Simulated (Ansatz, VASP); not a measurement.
## BN in VASP and in Ansatz

```xyz
2
Lattice="0.0406 1.8048 1.8048 1.8048 0.0406 1.8048 1.8454 1.8454 0.0000" Properties=species:S:1:pos:R:3 pbc="T T T"
B     0.0000    0.0000    0.0000
N     2.7681    2.7681    2.7072
```

Change from the starting cell: strain +0.0450 x Voigt [0, 0, 0, 0, 0, 1], atoms carried along.

Alike in both runs: task single point; functional r2SCAN; k mesh 12 × 12 × 12; occupations gaussian, width 0.05 eV; no spin polarisation.

|  | VASP | Ansatz |
| --- | --- | --- |
| version | VASP 6.6.1 | Ansatz 0.2.0 |
| potentials or method | VASP PAW PBE potentials, release 64 (B, N), cutoff 520 eV | scalar-relativistic, plane waves, PAW |
| valence electrons in the cell | 8 | 8 |

Ansatz gave:

* gap on the k mesh at the Fermi level (eV): 4.78
* least direct gap on the mesh (eV): 8.89
* pressure (GPa): 1.0
* traceless stress, the component that is largest in VASP (GPa): -21.10
* rms of the force components (eV/Å): 0.022

Question: What did VASP give for the same quantities?

Answer: gap on the k mesh at the Fermi level (eV): 4.76; least direct gap on the mesh (eV): 8.85; pressure (GPa): 2.1; traceless stress, the component that is largest in VASP (GPa): -21.23; rms of the force components (eV/Å): 0.027.

VASP's potentials were made for PBE, not for r2SCAN. Atom by atom the forces differ by 0.006 eV/Å (rms over components). The functional is the same, so the differences come from potentials, cutoffs and numerics.
